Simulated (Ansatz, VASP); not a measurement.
Ir: VASP beside Ansatz

```
Ir
1.0
     2.97149    0.00000    0.00000
    -1.48574    2.57338    0.00000
     0.00000    0.00000    4.81927
Ir
2
Cartesian
  1.4857 0.8578 3.6145
  0.0000 1.7156 1.2048
```

Change from the starting cell: strain +0.080 along x and y, +0.080 along z, atoms carried along.

Alike in both runs: task single point; functional PBE; k mesh 18 × 18 × 12; occupations gaussian, width 0.15 eV; no spin polarisation.

|  | VASP | Ansatz |
| --- | --- | --- |
| version | VASP 6.6.1 | Ansatz 0.2.0 |
| potentials or method | VASP PAW PBE potentials, release 64 (Ir), cutoff 520 eV | scalar-relativistic, plane waves, PAW |
| valence electrons in the cell | 18 | 34 |

```csv
,VASP,Ansatz,Ansatz less VASP
gap on the k mesh at the Fermi level (eV),none,none,-
pressure (GPa),-43.4,-43.7,-0.22
"traceless stress, the component that is largest in VASP (GPa)",-0.71,-0.71,-0.006
```

A gap of «none» marks a metal or a gap that the smearing closes. Both programs put the cell under strong tension, so it lies far from rest at this level. VASP's potentials hold 18 valence electrons a cell and Ansatz's 34, so a difference there can come from the potentials and not from the codes.

Spin-orbit coupling is off throughout. Noted on VASP's run: the cell as given lies far from equilibrium.
